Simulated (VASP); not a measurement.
# GaP (F-43m) in VASP: a series of runs

GaP is run at these levels: r2SCANh; tasks: single point.

All numbers are computed with VASP 6.6.1; they aren't measurements. Logs are shortened: lines on timing, memory, paths and dates and some standing lists are left out, and cuts for length are marked.

## (1) The cell of the first run

The structure is cubic, space group F-43m (No. 216). The conventional cell has a = 5.487 Å, b = 5.487 Å, c = 5.487 Å, α = 90.00°, β = 90.00°, γ = 90.00°. Ga (site symmetry -43m) has 4 P at 2.38 Å within 3.1 Å. Within 3.1 Å of P (site symmetry -43m) lie 4 Ga at 2.38 Å.

## (2) Single point, r2SCANh

POSCAR

```
GaP
1.0
    0.0000000000      2.7432985392      2.7432985392
    2.7432985392      0.0000000000      2.7432985392
    2.7432985392      2.7432985392      0.0000000000
Ga P
1 1
Direct
    0.0000000000      0.0000000000      0.0000000000
    0.7500000000      0.7500000000      0.7500000000
```

INCAR.step1

```
SYSTEM = GaP
  ALGO = Normal
  EDIFF = 1E-5
  ENCUT = 520
  GGA = PE
  ISIF = 2
  ISMEAR = -1
  LASPH = .True.
  LCHARG = .False.
  LREAL = .False.
  LWAVE = .True.
  NBANDS = 16
  NELM = 100
  PREC = Accurate
  SIGMA = 0.05
```

INCAR.step2

```
SYSTEM = GaP
  AEXX = 0.1
  ALGO = Normal
  EDIFF = 1E-7
  ENCUT = 520
  ISIF = 2
  ISMEAR = -1
  ISTART = 1
  LASPH = .True.
  LCHARG = .False.
  LHFCALC = .True.
  LMIXTAU = .True.
  LREAL = .False.
  LWAVE = .False.
  METAGGA = R2SCAN
  NBANDS = 16
  NELM = 100
  PREC = Accurate
  PRECFOCK = Normal
  SIGMA = 0.05
```

KPOINTS

```
k-points
0
Gamma
  4 4 4
  0 0 0
```

Potentials or basis: VASP PAW PBE potentials, release 64 (Ga_d, P).

The run is started by

```
$ cat potpaw_PBE.64/Ga_d/POTCAR potpaw_PBE.64/P/POTCAR > POTCAR
$ cp INCAR.step1 INCAR
$ mpirun -np 1 vasp_std > vasp.out
$ cp INCAR.step2 INCAR
$ mpirun -np 1 vasp_std > vasp.out
```

OUTCAR:

```text
SYSTEM = GaP
   AEXX = 0.1
   EDIFF = 1E-7
   ENCUT = 520
   ISIF = 2
   ISMEAR = -1
   ISTART = 1
   LASPH = .True.
   LHFCALC = .True.
   LREAL = .False.
   METAGGA = R2SCAN
   NELM = 100
   PREC = Accurate
   PRECFOCK = Normal

 ion  position               nearest neighbor table
   1  0.000  0.000  0.000-   2 2.38   2 2.38   2 2.38   2 2.38
   2  0.750  0.750  0.750-   1 2.38   1 2.38   1 2.38   1 2.38

  LATTYP: Found a face centered cubic cell.
 ALAT       =     5.4865970784

  Lattice vectors:

 A1 = (   0.0000000000,   2.7432985392,   2.7432985392)
 A2 = (   2.7432985392,   0.0000000000,   2.7432985392)
 A3 = (   2.7432985392,   2.7432985392,   0.0000000000)

Analysis of symmetry for initial positions (statically):
=====================================================================
 Subroutine PRICEL returns:
 Original cell was already a primitive cell.

 Routine SETGRP: Setting up the symmetry group for a
 face centered cubic supercell.

 Subroutine GETGRP returns: Found 24 space group operations
 (whereof 24 operations were pure point group operations)
 out of a pool of 48 trial point group operations.

The static configuration has the point symmetry T_d .

Analysis of symmetry for dynamics (positions and initial velocities):
=====================================================================
 Subroutine PRICEL returns:
 Original cell was already a primitive cell.

 Routine SETGRP: Setting up the symmetry group for a
 face centered cubic supercell.

 Subroutine GETGRP returns: Found 24 space group operations
 (whereof 24 operations were pure point group operations)
 out of a pool of 48 trial point group operations.

The dynamic configuration has the point symmetry T_d .

 Subroutine INISYM returns: Found 24 space group operations
 (whereof 24 operations are pure point group operations),
 and found     1 'primitive' translations

----------------------------------------------------------------------------------------

                                     Primitive cell

  volume of cell :      41.2904

  direct lattice vectors                    reciprocal lattice vectors
     0.000000000  2.743298539  2.743298539    -0.182262336  0.182262336  0.182262336
     2.743298539  0.000000000  2.743298539     0.182262336 -0.182262336  0.182262336
     2.743298539  2.743298539  0.000000000     0.182262336  0.182262336 -0.182262336

  length of vectors
     3.879610000  3.879610000  3.879610000     0.315687626  0.315687626  0.315687626

  position of ions in fractional coordinates (direct lattice)
     0.000000000  0.000000000  0.000000000
     0.750000000  0.750000000  0.750000000

  ion indices of the primitive-cell ions
   primitive index   ion index
                 1           1
                 2           2

----------------------------------------------------------------------------------------

 KPOINTS: k-points

Automatic generation of k-mesh.
 Grid dimensions read from file:
 generate k-points for:    4    4    4

 Generating k-lattice:

  Cartesian coordinates                     Fractional coordinates (reciprocal lattice)
    -0.045565584  0.045565584  0.045565584     0.250000000  0.000000000  0.000000000
     0.045565584 -0.045565584  0.045565584     0.000000000  0.250000000  0.000000000
     0.045565584  0.045565584 -0.045565584     0.000000000  0.000000000  0.250000000

  Length of vectors
     0.078921907  0.078921907  0.078921907

  Shift w.r.t. Gamma in fractional coordinates (k-lattice)
     0.000000000  0.000000000  0.000000000

 Subroutine IBZKPT returns following result:
 ===========================================

 Found      8 irreducible k-points:

 Following reciprocal coordinates:
            Coordinates               Weight
  0.000000  0.000000  0.000000      1.000000
  0.250000  0.000000  0.000000      8.000000
  0.500000  0.000000  0.000000      4.000000
  0.250000  0.250000  0.000000      6.000000
  0.500000  0.250000  0.000000     24.000000
 -0.250000  0.250000  0.000000     12.000000
  0.500000  0.500000  0.000000      3.000000
 -0.250000  0.500000  0.250000      6.000000
   k-points           NKPTS =      8   k-points in BZ     NKDIM =     64   number of bands    NBANDS=     16
   number of dos      NEDOS =    301   number of ions     NIONS =      2
   total plane-waves  NPLWV =  27000
   dimension x,y,z NGX =    30 NGY =   30 NGZ =   30
   dimension x,y,z NGXF=    60 NGYF=   60 NGZF=   60
   ions per type =               1   1
   NGX,Y,Z   is equivalent  to a cutoff of  12.86, 12.86, 12.86 a.u.
   NGXF,Y,Z  is equivalent  to a cutoff of  25.71, 25.71, 25.71 a.u.
 SYSTEM =  GaP
   PREC   = accura    normal or accurate (medium, high low for compatibility)
   ISTART =      1    job   : 0-new  1-cont  2-samecut
   ICHARG =      0    charge: 1-file 2-atom 10-const
   ISPIN  =      1    spin polarized calculation?
   LNONCOLLINEAR =      F non collinear calculations
   LSORBIT =      F    spin-orbit coupling
   LASPH  =      T    aspherical Exc in radial PAW
   ENCUT  =  520.0 eV  38.22 Ry    6.18 a.u.   7.21  7.21  7.21*2*pi/ulx,y,z
   NELM   =    100;   NELMIN=  2; NELMDL=  0     # of ELM steps
   EDIFF  = 0.1E-06   stopping-criterion for ELM
   LREAL  =      F    real-space projection
   EDIFFG = 0.1E-05   stopping-criterion for IOM
   NSW    =      0    number of steps for IOM
   IBRION =     -1    ionic relax: 0-MD 1-quasi-New 2-CG
   NFREE  =      0    steps in history (QN), initial steepest desc. (CG)
   ISIF   =      2    stress and relaxation
   ISYM   =      3    0-nonsym 1-usesym 2-fastsym
   POTIM  = 0.5000    time-step for ionic-motion
   TEBEG  =    0.0;   TEEND  =   0.0 temperature during run
   PSTRESS=    0.0 pullay stress
   NELECT =      18.0000    total number of electrons
   NUPDOWN=      -1.0000    fix difference up-down
   EMIN   =  10.00;   EMAX   =-10.00  energy-range for DOS
   EFERMI =   0.00;   METHOD = LEGACY
   ISMEAR =    -1;   SIGMA  =   0.05  broadening in eV -4-tet -1-fermi 0-gaus
   EFERMI_NEDOS =   21; number of points for ismear=-14 and -15
   IALGO  =     38    algorithm
   IMIX   =      1    mixing-type and parameters
     AMIX     =   0.40;   BMIX     =  1.00
     AMIX_MAG =   1.60;   BMIX_MAG =  1.00
  volume/ion in A,a.u.               =      20.65       139.32
  Fermi-wavevector in a.u.,A,eV,Ry     =   1.241317  2.345748 20.964770  1.540867
  Thomas-Fermi vector in A             =   2.375720
   LORBIT       =      0    0 simple, 1 ext, 2 COOP (PROOUT), +10 PAW based schemes
   METAGGA = R2SCAN    functional components
   LHFCALC =     T    Hartree Fock is set to
   PRECFOCK=normal    Normal, Fast or Accurate (Low or Medium for compatibility)
   ENCUT4O =  -1.0   cutoff for four orbital integrals eV
   NKREDX  =     1    reduce k-point grid by
   NKREDY  =     1    reduce k-point grid by
   NKREDZ  =     1    reduce k-point grid by
   AEXX    =    0.1000 exact exchange contribution
   HFSCREEN=    0.0000 screening length (either q_TF or 0.3 A-1)
   HFSCREENC=   0.0000 screening length for correlation (either q_TF or 0.3 A-1)
   ENCUTFOCK=  -1.0 apply spherical cutoff to Coloumb kernel
   IVDW    =     0    specifies the selected vdW correction
   LEPSILON=     F    determine dielectric tensor
   LRPA    =     F    only Hartree local field effects (RPA)
 non-spin polarized calculation
  energy-cutoff  :      520.00
  volume of cell :       41.29
 maximum number of plane-waves:      1139
 NGX is ok and might be reduce to    30
  NGX = 24; NGY = 24; NGZ = 24

 number of electron      17.9999997 magnetization

 Free energy of the ion-electron system (eV)
  ---------------------------------------------------
  ext. energy  EPLUGINS =         0.00000000
  ---------------------------------------------------
  free energy    TOTEN  =       -21.18303429 eV

  energy without entropy =      -21.18303429  energy(sigma->0) =      -21.18303429

 E-fermi :   5.1409     XC(G=0):  -9.5142

 val. band max:        4.0033319759   @ k =   0.0000   0.0000   0.0000
 cond. band min:       6.4387942924   @ k =   0.5000   0.5000   0.0000
 fundamental gap:      2.4354623165
 Fermi energy:         5.1409073624

 k-point     1 :       0.0000    0.0000    0.0000
  band No.  band energies     occupation
      1     -11.9718      2.00000
      2     -11.9718      2.00000
      3     -11.9718      2.00000
      4     -11.8669      2.00000
      5     -11.8669      2.00000
      6      -9.3187      2.00000
      7       4.0033      2.00000
      8       4.0033      2.00000
      9       4.0033      2.00000
     10       6.7610      0.00000
     11       8.7806      0.00000
     12       8.7807      0.00000
     13       8.7807      0.00000
     14      13.9454      0.00000
     15      14.9071      0.00000
     16      14.9071      0.00000

 k-point     2 :       0.2500    0.0000    0.0000
  band No.  band energies     occupation
      1     -12.0084      2.00000
      2     -11.9576      2.00000
      3     -11.9576      2.00000
      4     -11.8658      2.00000
      5     -11.8658      2.00000
      6      -8.5090      2.00000
      7      -0.0384      2.00000
      8       3.3138      2.00000
      9       3.3138      2.00000
     10       7.0406      0.00000
     11       9.6818      0.00000
     12       9.6819      0.00000
     13      11.4067      0.00000
     14      14.0824      0.00000
     15      14.0824      0.00000
     16      15.0691      0.00000

 k-point     3 :       0.5000    0.0000    0.0000
  band No.  band energies     occupation
      1     -12.0412      2.00000
      2     -11.9472      2.00000
      3     -11.9472      2.00000
      4     -11.8608      2.00000
      5     -11.8608      2.00000
      6      -7.1725      2.00000
      7      -2.9674      2.00000
      8       2.8268      2.00000
      9       2.8269      2.00000
     10       6.5310      0.00000
     11       9.6510      0.00000
     12       9.6511      0.00000
     13      13.3661      0.00000
     14      16.1649      0.00000
     15      16.9829      0.00000
     16      16.9830      0.00000

 k-point     4 :       0.2500    0.2500    0.0000
  band No.  band energies     occupation
      1     -12.0309      2.00000
      2     -11.9415      2.00000
      3     -11.9415      2.00000
      4     -11.8813      2.00000
      5     -11.8567      2.00000
      6      -8.2329      2.00000
      7       0.1806      2.00000
      8       2.2465      2.00000
      9       2.2465      2.00000
     10       7.0097      0.00000
     11       8.6404      0.00000
     12      11.8142      0.00000
     13      11.8143      0.00000
     14      12.9083      0.00000
     15      15.9262      0.00000
     16      17.9507      0.00000

 k-point     5 :       0.5000    0.2500    0.0000
  band No.  band energies     occupation
      1     -12.0538      2.00000
      2     -11.9335      2.00000
      3     -11.9271      2.00000
      4     -11.8805      2.00000
      5     -11.8553      2.00000
      6      -6.8293      2.00000
      7      -2.4386      2.00000
      8       0.6459      2.00000
      9       1.8712      2.00000
     10       7.3022      0.00000
     11       9.9009      0.00000
     12      11.6286      0.00000
     13      12.1413      0.00000
     14      16.1128      0.00000
     15      17.0811      0.00000
     16      18.6085      0.00000

 k-point     6 :      -0.2500    0.2500    0.0000
  band No.  band energies     occupation
      1     -12.0378      2.00000
      2     -11.9428      2.00000
      3     -11.9399      2.00000
      4     -11.8680      2.00000
      5     -11.8654      2.00000
      6      -7.3573      2.00000
      7      -1.6773      2.00000
      8       0.4785      2.00000
      9       2.7466      2.00000
     10       8.0655      0.00000
     11      10.7256      0.00000
     12      10.8639      0.00000
     13      11.2903      0.00000
     14      13.3864      0.00000
     15      16.3453      0.00000
     16      18.6998      0.00000

 k-point     7 :       0.5000    0.5000    0.0000
  band No.  band energies     occupation
      1     -12.0775      2.00000
      2     -11.9098      2.00000
      3     -11.9098      2.00000
      4     -11.8990      2.00000
      5     -11.8466      2.00000
      6      -6.2326      2.00000
      7      -3.0935      2.00000
      8       1.1801      2.00000
      9       1.1801      2.00000
     10       6.4388      0.00000
     11       6.6496      0.00000
     12      15.9624      0.00000
     13      15.9625      0.00000
     14      16.5407      0.00000
     15      17.7303      0.00000
     16      18.2922      0.00000

 k-point     8 :      -0.2500    0.5000    0.2500
  band No.  band energies     occupation
      1     -12.0590      2.00000
      2     -11.9343      2.00000
      3     -11.9134      2.00000
      4     -11.8817      2.00000
      5     -11.8585      2.00000
      6      -6.1444      2.00000
      7      -2.8681      2.00000
      8       0.2680      2.00000
      9       0.4535      2.00000
     10       9.5888      0.00000
     11       9.8818      0.00000
     12      11.1441      0.00000
     13      11.1487      0.00000
     14      16.9508      0.00000
     15      17.2304      0.00000
     16      19.1528      0.00000

------------------------ aborting loop because EDIFF is reached ----------------------------------------

  FORCE on cell =-STRESS in cart. coord.  units (eV):
  Direction    XX          YY          ZZ          XY          YZ          ZX
  --------------------------------------------------------------------------------------
  -------------------------------------------------------------------------------------
  Total       -0.4529352     -0.4529352     -0.4529352      0.0000000     -0.0000000     -0.0000000
  in kB      -17.5750840    -17.5750840    -17.5750840      0.0000000     -0.0000000     -0.0000000
  external PRESSURE =     -17.5750840 kB  Pullay stress =       0.0000000 kB

 VOLUME and BASIS-vectors are now :
 -----------------------------------------------------------------------------
  energy-cutoff  :      520.00
  volume of cell :       41.29
      direct lattice vectors                 reciprocal lattice vectors
     0.000000000  2.743298539  2.743298539    -0.182262336  0.182262336  0.182262336
     2.743298539  0.000000000  2.743298539     0.182262336 -0.182262336  0.182262336
     2.743298539  2.743298539  0.000000000     0.182262336  0.182262336 -0.182262336

 POSITION                                       TOTAL-FORCE (eV/Angst)
 -----------------------------------------------------------------------------------
      0.00000      0.00000      0.00000        -0.000000     -0.000000      0.000000
      4.11495      4.11495      4.11495         0.000000      0.000000     -0.000000
 -----------------------------------------------------------------------------------
    total drift:                               -0.000146     -0.000044     -0.000073

  FREE ENERGIE OF THE ION-ELECTRON SYSTEM (eV)
  ---------------------------------------------------
  free  energy   TOTEN  =       -21.1830342927 eV

  energy  without entropy=      -21.1830342927  energy(sigma->0) =      -21.18303429
```

It took 19 min on 1 thread of AMD EPYC 7R43 (Zen 3), shared host; peak memory 0.14 GiB.

Results:

| Item | Value |
| --- | --- |
| Free energy | -21.1830 eV |
| Pressure | -1.8 GPa |
| Band gap on the k mesh | 2.44 eV (least direct gap 2.76 eV) |

Levels at points of the mesh, in eV from the valence-band top:
```csv
k point,band 5,band 6,band 7,band 8,band 9,band 10,band 11,band 12,band 13,band 14
"(0.00, 0.00, 0.00)",-15.87,-13.32,0.00,0.00,0.00,2.76,4.78,4.78,4.78,9.94
"(0.50, 0.00, 0.00)",-15.86,-11.18,-6.97,-1.18,-1.18,2.53,5.65,5.65,9.36,12.16
"(0.50, 0.50, 0.00)",-15.85,-10.24,-7.10,-2.82,-2.82,2.44,2.65,11.96,11.96,12.54
```

Caveat: the k points lie up to 0.50 Å⁻¹ apart; the PAW data sets were made with another functional, which shifts forces and pressure a little. A k mesh can miss the band edges.

[end of part 1 of 2]
